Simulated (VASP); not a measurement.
Runs of VASP 6.6.1 on Te. The structure is that of space group Pm-3m (No. 221), or close to it. The cells are those of the table. 

```tsv
task	cell	k mesh	cutoff (eV)	gap on the mesh (eV)	pressure (GPa)
single point	a = 3.222 Å, 1 atom	10 × 10 × 10	520	none	(a)
relaxation of cell and atoms	relaxed from a = 3.146 Å, 1 atom	10 × 10 × 10	600	none	0.0
single point	a = 3.306 Å, 1 atom	11 × 11 × 11	520	none	-3.1
single point	a = 3.088 Å, 1 atom	11 × 11 × 11	520	none	8.0
single point	a = 3.179 Å, 1 atom	11 × 11 × 11	520	none	2.0
```

Alike in all rows: level revPBE; potentials or basis VASP PAW PBE potentials, release 64 (Te); no spin polarisation; smearing fermi-dirac 0.1 eV.

Q: Fill in the values left out.

A: (a) -0.1.

Caveats: the PAW data sets were made with another functional, which shifts forces and pressure a little; spin-orbit coupling is left out, which moves the levels of the heavy elements.

A k mesh can miss the band edges, and the runs leave out spin-orbit coupling on Te.

A gap of «none» marks levels without a gap at the run's occupations.
